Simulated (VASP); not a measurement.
# CoO (I4/mmm) in VASP: notebook, part 2 of 2

VASP 6.6.1. Earlier steps stand in the parts before.

### Step 3. Relaxation of cell and atoms, PBEsol, collinear spin, ferromagnetic start, target pressure 10 GPa, at which the enthalpy is minimised

This run uses another cell than the first one, of 9.58 Å³/atom, 1.064 times its volume.

INCAR reads:

```
PREC     = Accurate       # precision mode
ENCUT    = 600            # plane-wave cutoff, eV
EDIFF    = 1E-6           # SCF threshold, eV
ISMEAR   = -1             # smearing method
SIGMA    = 0.05           # smearing width, eV
LREAL    = F              # projectors in reciprocal space
LASPH    = T              # aspherical terms in the spheres
NELM     = 150            # most SCF steps
ALGO     = Normal         # electronic algorithm
ISIF     = 3              # what is computed and relaxed
LWAVE    = F              # write WAVECAR
LCHARG   = F              # write CHGCAR
ISPIN    = 2              # spin polarisation
MAGMOM   = 2 0            # initial moments
LORBIT   = 11             # projections on sites
LMAXMIX  = 4              # l up to which the mixer works
GGA      = PS             # functional
IBRION   = 2              # ionic algorithm
NSW      = 80             # ionic steps
EDIFFG   = -0.005         # ionic threshold
PSTRESS  = 100.0
```

KPOINTS reads:

```
Automatic mesh
0
Gamma
  12 12 12
```

POSCAR reads:

```
CoO
1.0
   -1.5080000000      1.5080000000      2.1072475377
    1.5080000000     -1.5080000000      2.1072475377
    1.5080000000      1.5080000000     -2.1072475377
Co O
1 1
Direct
    0.0000000000      0.0000000000      0.0000000000
    0.5000000000      0.5000000000      0.0000000000
```

Potentials or basis: VASP PAW PBE potentials, release 64 (Co, O).

The run is started by

```console
cat potpaw_PBE.64/Co/POTCAR potpaw_PBE.64/O/POTCAR > POTCAR
mpirun -np 1 vasp_std > vasp.out
```

Wall time 15 min (1 thread of Oxide Virtual Turin-like, shared host); peak memory 0.19 GiB.

Results (log left out):

```yaml
Free_energy: -13.9829 eV
Relaxed_volume: 8.51 Å³/atom
Relaxed_cell: a = 2.887 Å, b = 2.887 Å, c = 2.887 Å, α = 120.00°, β = 120.00°, γ = 90.00°
Space_group_after_relaxing_to_0.05_Å: Fm-3m (No. 225)
Energy_change_on_relaxing_the_enthalpy_is_what_falls: -5.2 meV/atom
Ionic_steps: 9
Pressure_after_relaxing: 10.1 GPa
Net_moment: 2.38 μB per cell
Site_moments: Co +2.14; O +0.20 μB
Valence_electrons_inside_the_program's_atomic_spheres: Co 8.07; O 5.00
```

Step by step:
```
step  energy change (eV)  largest force (eV/Å)  pressure (GPa)  volume (Å³)
   1              0.0000                0.0000           -9.98        19.17
   2              0.0945                0.0000           22.70        16.04
   3             -0.0120                0.0000            9.58        17.06
   4             -0.0095                0.0000           10.11        17.02
   5             -0.0097                0.0000           10.17        17.01
   6             -0.0096                0.0000           10.21        17.01
   7             -0.0096                0.0000           10.20        17.01
   8             -0.0116                0.0000            9.75        17.04
   9             -0.0105                0.0000           10.07        17.02
```

Final structure:
```
Co O
1.0
    -1.44373    1.44373    2.04169
     1.44373   -1.44373    2.04169
     1.44373    1.44373   -2.04169
Co O
1 1
Direct
  0.00000 0.00000 0.00000
  0.50000 0.50000 0.00000
```

Levels at points of the mesh, in eV from the Fermi level:
Spin up:
| k point | band 5 | band 6 | band 7 | band 8 | band 9 | band 10 | band 11 | band 12 |
| --- | --- | --- | --- | --- | --- | --- | --- | --- |
| (0.00, 0.00, 0.00) | -3.11 | -3.11 | -3.09 | -3.09 | -3.09 | 1.60 | 16.95 | 19.01 |
| (0.50, 0.00, 0.00) | -2.09 | -2.09 | -1.53 | 0.58 | 0.58 | 5.15 | 10.43 | 14.13 |
| (0.50, 0.50, 0.00) | -4.27 | -2.65 | -1.87 | -1.74 | -1.74 | 6.66 | 10.43 | 12.18 |
| (0.50, 0.50, 0.50) | -4.27 | -2.65 | -1.87 | -1.74 | -1.74 | 6.66 | 10.43 | 12.18 |
Spin down:
| k point | band 4 | band 5 | band 6 | band 7 | band 8 | band 9 |
| --- | --- | --- | --- | --- | --- | --- |
| (0.00, 0.00, 0.00) | -3.44 | -1.44 | -1.44 | -1.44 | -0.44 | -0.44 |
| (0.50, 0.00, 0.00) | -5.84 | -0.21 | -0.21 | 0.14 | 2.74 | 2.74 |
| (0.50, 0.50, 0.00) | -4.84 | -2.89 | 0.13 | 0.13 | 0.15 | 0.89 |
| (0.50, 0.50, 0.50) | -4.84 | -2.89 | 0.13 | 0.13 | 0.15 | 0.89 |

Caveat: the cell is relaxed towards a set pressure, so the enthalpy falls and the energy may rise; the PAW data sets were made with another functional, which shifts forces and pressure a little; a cell with one magnetic atom can't hold antiferromagnetic order, which such compounds often take; semilocal functionals often make such compounds metallic where correlation or magnetic order opens a gap, which also shifts bond lengths. With open d or f shells a metallic result of PBEsol can be an artefact of self-interaction; +U or a hybrid may open a gap.

### Step 4. Relaxation of cell and atoms, PBEsol, collinear spin, ferromagnetic start, target pressure 20 GPa, at which the enthalpy is minimised

This run uses another cell than the first one, of 9.58 Å³/atom, 1.064 times its volume.

INCAR reads:

```
SYSTEM = CoO
ALGO = Normal
EDIFF = 1E-6
EDIFFG = -0.005
ENCUT = 600
GGA = PS
IBRION = 2
ISIF = 3
ISMEAR = -1
ISPIN = 2
LASPH = .True.
LCHARG = .False.
LMAXMIX = 4
LORBIT = 11
LREAL = .False.
LWAVE = .False.
MAGMOM = 2 0
NELM = 150
NSW = 80
PREC = Accurate
PSTRESS = 200.0
SIGMA = 0.05
```

KPOINTS reads:

```
k-points
0
Gamma
  12 12 12
  0 0 0
```

POSCAR is that of step 3.

The run is started by

```console
cat potpaw_PBE.64/Co/POTCAR potpaw_PBE.64/O/POTCAR > POTCAR
mpirun -np 1 vasp_std > vasp.out
```

Wall time 19 min (1 thread of Oxide Virtual Turin-like, shared host); peak memory 0.19 GiB.

The run converged. Its results:

| Item | Value |
| --- | --- |
| Free energy | -13.9192 eV |
| Relaxed volume | 8.17 Å³/atom |
| Relaxed cell | a = 2.848 Å, b = 2.848 Å, c = 2.848 Å, α = 120.00°, β = 120.00°, γ = 90.00° |
| Space group after relaxing (to 0.05 Å) | Fm-3m (No. 225) |
| Energy change on relaxing (the enthalpy is what falls) | +26.6 meV/atom |
| Ionic steps | 9 |
| Pressure after relaxing | 20.1 GPa |
| Net moment | 2.20 μB per cell |
| Site moments | Co +1.99; O +0.18 μB |
| Valence electrons inside the program's atomic spheres | Co 8.18; O 5.02 |

Step by step:
| step | energy change (eV) | largest force (eV/Å) | pressure (GPa) | volume (Å³) |
| --- | --- | --- | --- | --- |
| 1 | 0.0000 | 0.0000 | -9.98 | 19.17 |
| 2 | 0.3955 | 0.0000 | 42.58 | 14.61 |
| 3 | 0.0612 | 0.0000 | 20.65 | 16.29 |
| 4 | 0.0543 | 0.0000 | 20.13 | 16.34 |
| 5 | 0.0477 | 0.0000 | 19.39 | 16.39 |
| 6 | 0.0476 | 0.0000 | 19.36 | 16.39 |
| 7 | 0.0481 | 0.0000 | 19.44 | 16.38 |
| 8 | 0.0575 | 0.0000 | 20.29 | 16.31 |
| 9 | 0.0532 | 0.0000 | 20.06 | 16.34 |

Final structure:
```yaml
crystal:
  lattice:
    - [-1.42416, 1.42416, 2.01423]
    - [1.42416, -1.42416, 2.01423]
    - [1.42416, 1.42416, -2.01423]
  atoms:
    - { symbol: Co, position: [0.00000, 0.00000, 0.00000] }
    - { symbol: O, position: [0.50000, 0.50000, 0.00000] }
```

Levels at points of the mesh, in eV from the Fermi level:
Spin up:
```csv
k point,band 6,band 7,band 8,band 9,band 10,band 11,band 12
"(0.00, 0.00, 0.00)",-3.08,-3.08,-3.06,-3.06,1.90,17.08,19.41
"(0.50, 0.00, 0.00)",-1.99,-1.42,0.77,0.78,5.26,10.88,14.45
"(0.50, 0.50, 0.00)",-2.55,-1.67,-1.61,-1.61,7.02,10.72,12.46
"(0.50, 0.50, 0.50)",-2.55,-1.67,-1.61,-1.61,7.02,10.72,12.46
```
Spin down:
```
           k point  band 3  band 4  band 5  band 6  band 7  band 8  band 9  band 10
(0.00, 0.00, 0.00)   -3.68   -3.68   -1.57   -1.57   -1.57   -0.56   -0.56     2.31
(0.50, 0.00, 0.00)   -6.20   -6.20   -0.25   -0.25    0.12    2.81    2.81     5.50
(0.50, 0.50, 0.00)   -5.13   -5.13   -3.13    0.07    0.13    0.13    0.92     7.70
(0.50, 0.50, 0.50)   -5.13   -5.13   -3.13    0.07    0.13    0.13    0.92     7.70
```

Caveat: the cell is relaxed towards a set pressure, so the enthalpy falls and the energy may rise; the PAW data sets were made with another functional, which shifts forces and pressure a little; a cell with one magnetic atom can't hold antiferromagnetic order, which such compounds often take; semilocal functionals often make such compounds metallic where correlation or magnetic order opens a gap, which also shifts bond lengths. With open d or f shells a metallic result of PBEsol can be an artefact of self-interaction; +U or a hybrid may open a gap.

### Step 5. The runs side by side

| task | level | potentials or basis | cell | second run | gap on the mesh (eV) | pressure (GPa) | moment (μB) |
| --- | --- | --- | --- | --- | --- | --- | --- |
| single point | LDA | VASP PAW LDA potentials, release 64 (Co_sv, O) | a = 2.937 Å, angles 119.6, 119.6, 90.7°, 2 atoms | valence_matched | none | -14.5 | 2.39 |
| relaxation of cell and atoms | PBEsol | VASP PAW PBE potentials, release 64 (Co, O) | relaxed to 10 GPa from a = 2.998 Å, angles 119.6, 119.6, 90.7°, 2 atoms | - | none | 10.1 | 2.38 |
| relaxation of cell and atoms | PBEsol | VASP PAW PBE potentials, release 64 (Co, O) | relaxed to 20 GPa from a = 2.998 Å, angles 119.6, 119.6, 90.7°, 2 atoms | - | none | 20.1 | 2.20 |

Alike in all rows: spin collinear, ferromagnetic start; k mesh 12 × 12 × 12; cutoff (eV) 600; smearing fermi-dirac 0.05 eV.

Caveats: a cell with one magnetic atom can't hold antiferromagnetic order, which such compounds often take; semilocal functionals often make such compounds metallic where correlation or magnetic order opens a gap, which also shifts bond lengths; the cell is relaxed towards a set pressure, so the enthalpy falls and the energy may rise (some runs); the PAW data sets were made with another functional, which shifts forces and pressure a little (some runs).

Total energies depend on the potentials used, so only differences within one code and one set of settings carry meaning.
